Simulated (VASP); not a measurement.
Here is a VASP 6.6.1 calculation.

INCAR

```
PREC     = Accurate       # precision mode
ENCUT    = 520            # plane-wave cutoff, eV
EDIFF    = 1E-6           # SCF threshold, eV
ISMEAR   = 0              # smearing method
SIGMA    = 0.15           # smearing width, eV
LREAL    = False          # projectors in reciprocal space
LASPH    = True           # aspherical terms in the spheres
NELM     = 60             # most SCF steps
ALGO     = Fast           # electronic algorithm
ISIF     = 2              # what is computed and relaxed
LWAVE    = False          # write WAVECAR
LCHARG   = False          # write CHGCAR
GGA      = PS             # functional
NBANDS   = 17             # bands
```

KPOINTS

```
regular mesh
0
Gamma
  12 12 8
```

Contents of POSCAR:

```
Ca
1.0
    3.8207995398      0.0000000000      0.0000000000
   -1.9103997699      3.3089094642      0.0000000000
    0.0000000000      0.0000000000      6.7808000000
Ca
2
Direct
    0.3333333333      0.6666666667      0.2500000000
    0.6666666667      0.3333333333      0.7500000000
```

Potentials or basis: VASP PAW PBE potentials, release 64 (Ca_sv).

The run is started by

```sh
$ cat potpaw_PBE.64/Ca_sv/POTCAR > POTCAR
$ mpirun -np 1 vasp_std > vasp.out
```

(1) Predict the band gap on the k mesh.

(2) What does it give for the pressure?

Results:

(1) zero (bands 10 and 11 overlap by 0.75 eV).

(2) -0.8 GPa.

Caveat: the cell differs from its parent crystal (strain -0.040 along x and y, +0.040 along z); the PAW data sets were made with another functional, which shifts forces and pressure a little.
